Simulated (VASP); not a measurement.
Crystal: TiS2.

```
Ti S
1.0
     3.35886    0.00000    0.00000
    -1.67943    2.90886    0.00000
     0.00000    0.00000    5.52428
Ti S
1 2
Cartesian
  0.0000 0.0000 0.0000
  0.0000 1.9392 1.4291
  1.6794 0.9696 4.0952
```

* Program: VASP 6.6.1
* Task: relaxation of cell and atoms
* Functional: PBE
* Potentials or basis: VASP PAW PBE potentials, release 64 (Ti_sv, S)
* Cutoff: 500 eV
* k mesh: 12 × 12 × 8
* Occupations: gaussian, width 0.1 eV
* Spin: no spin polarisation

At the start: pressure 3.7 GPa; volume 17.99 Å³/atom.

**Question.** Where does the relaxation end?

**Answer.** Over 28 steps the energy falls by 26.4 meV/atom and the volume is 21.09 Å³/atom (+17.2 %); space group P-3m1 (No. 164, to 0.1 Å) before and after.

The path:
```tsv
step	energy change (eV)	largest force (eV/Å)	pressure (GPa)	volume (Å³)
1	0.0000	0.0131	3.70	53.97
2	-0.0119	0.6350	-2.30	57.28
3	-0.0217	0.3938	-0.04	55.91
4	-0.0337	0.2868	-0.02	56.51
5	-0.0483	0.0399	0.07	57.96
6	-0.0490	0.0231	0.14	58.35
7	-0.0605	0.0136	-0.10	59.13
8	-0.0755	0.1095	-0.46	61.21
9	-0.0764	0.1340	-0.51	61.68
10	-0.0724	0.2003	1.76	61.23
11	-0.0776	0.0252	0.23	61.53
12	-0.0783	0.0008	0.20	61.87
13	-0.0784	0.0276	0.15	62.23
14	-0.0783	0.0553	-0.47	62.85
15	-0.0786	0.0069	-0.12	62.48
16	-0.0789	0.0158	-0.04	62.55
17	-0.0789	0.0202	0.01	62.58
18	-0.0789	0.0206	0.01	62.58
19	-0.0790	0.0015	0.11	62.61
20	-0.0790	0.0052	0.15	62.63
21	-0.0790	0.0052	0.15	62.66
22	-0.0791	0.0060	0.10	62.78
23	-0.0791	0.0072	0.02	63.00
24	-0.0791	0.0074	0.01	63.06
25	-0.0791	0.0077	0.00	63.11
26	-0.0792	0.0031	-0.03	63.14
27	-0.0792	0.0103	-0.08	63.26
28	-0.0792	0.0042	-0.02	63.26
```

Final structure:
```
CELL_PARAMETERS angstrom
3.41176 0.00000 0.00000
-1.70588 2.95467 0.00000
0.00000 0.00000 6.27499
ATOMIC_POSITIONS crystal
Ti 0.00000 0.00000 0.00000
S 0.33333 0.66667 0.22649
S 0.66667 0.33333 0.77351
```

Caveat: the volume moved by over 15 % at a fixed basis, so the end points are rough; this functional lacks dispersion, which binds layers or chains, so the pressure and a relaxed spacing across them are unreliable.
